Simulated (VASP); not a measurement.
Set up this calculation in VASP 6.6.1, as the native input.

| Item | Value |
| --- | --- |
| Task | single point |
| Functional | PBE |
| Potentials or basis | VASP PAW PBE potentials, release 64 (Ta_pv) |
| Cutoff | 520 eV |
| k mesh | 18 × 18 × 18 |
| Occupations | fermi-dirac, width 0.1 eV |
| Spin | no spin polarisation |
| Dipole correction | no |
| Further INCAR settings | ALGO = Normal; EDIFF = 1e-06; NBANDS = 12 |

The structure of Ta lies in POSCAR:

```
Ta
1.0
   -1.6600479322      1.6600479322      1.6600479322
    1.6600479322     -1.6600479322      1.6600479322
    1.6600479322      1.6600479322     -1.6600479322
Ta
1
Direct
    0.0000000000      0.0000000000      0.0000000000
```

One way to write it, as run:

INCAR

```
SYSTEM = Ta
ALGO     = Normal         ! electronic algorithm
EDIFF    = 1E-6           ! SCF threshold, eV
ENCUT    = 520            ! plane-wave cutoff, eV
GGA      = PE             ! functional
ISIF     = 2              ! what is computed and relaxed
ISMEAR   = -1             ! smearing method
LASPH    = .True.         ! aspherical terms in the spheres
LCHARG   = .False.        ! write CHGCAR
LREAL    = .False.        ! projectors in reciprocal space
LWAVE    = .False.        ! write WAVECAR
NBANDS   = 12             ! bands
NELM     = 80             ! most SCF steps
PREC     = Accurate       ! precision mode
SIGMA    = 0.1            ! smearing width, eV
```

KPOINTS

```
k-points
0
Gamma
  18 18 18
  0 0 0
```

Potentials or basis: VASP PAW PBE potentials, release 64 (Ta_pv).

Command:

```sh
$ cat potpaw_PBE.64/Ta_pv/POTCAR > POTCAR
$ mpirun -np 1 vasp_std > vasp.out
```

It gave:

The pressure is 0.1 GPa.

Wall time 57 s on 1 thread of AMD EPYC 7R43 64-Core Processor (Zen 3), on a shared host, peak memory 0.14 GiB.
